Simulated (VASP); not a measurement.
A run of VASP 6.6.1 is set up as follows.

INCAR

```
SYSTEM = Fe
PREC     = Accurate       ! precision mode
ENCUT    = 600            ! plane-wave cutoff, eV
EDIFF    = 1E-6           ! SCF threshold, eV
ISMEAR   = -1             ! smearing method
SIGMA    = 0.05           ! smearing width, eV
LREAL    = .FALSE.        ! projectors in reciprocal space
LASPH    = .TRUE.         ! aspherical terms in the spheres
NELM     = 150            ! most SCF steps
ALGO     = Normal         ! electronic algorithm
ISIF     = 3              ! what is computed and relaxed
LWAVE    = .FALSE.        ! write WAVECAR
LCHARG   = .FALSE.        ! write CHGCAR
ISPIN    = 2              ! spin polarisation
MAGMOM   = 3              ! initial moments
LORBIT   = 11             ! projections on sites
LMAXMIX  = 4              ! l up to which the mixer works
GGA      = PS             ! functional
IBRION   = 2              ! ionic algorithm
NSW      = 60             ! ionic steps
EDIFFG   = -0.01          ! ionic threshold
PSTRESS  = 100.0
```

File KPOINTS:

```
regular mesh
0
G
  13 13 13
  0 0 0
```

File POSCAR:

```
Fe
1.0
    0.0000000000      1.9417396906      1.9651051623
    1.4984397099      0.0000000000      1.9651051623
    1.4984397099      1.9417396906      0.0000000000
Fe
1
Direct
    0.0000000000      0.0000000000      0.0000000000
```

Potentials or basis: VASP PAW PBE potentials, release 64 (Fe).

Command:

```sh
$ cat potpaw_PBE.64/Fe/POTCAR > POTCAR
$ mpirun -np 1 vasp_std > vasp.out
```

Question: Estimate the relaxed cell.

Answer: a = 2.746 Å, b = 2.379 Å, c = 2.379 Å, α = 70.49°, β = 54.76°, γ = 54.75°.

Question: Predict the net moment.

Answer: 2.01 μB per cell.

Question: Estimate the space group after relaxing (to 0.1 Å).

Answer: Im-3m (No. 229).

Stress tensor (GPa, compression positive):
```
 9.88  0.00  0.00
 0.00 10.06  0.00
 0.00  0.00 10.04
```

Caveat: the cell is relaxed towards a set pressure, so the run minimises the enthalpy, not the energy; the PAW data sets were made with another functional, which shifts forces and pressure a little.
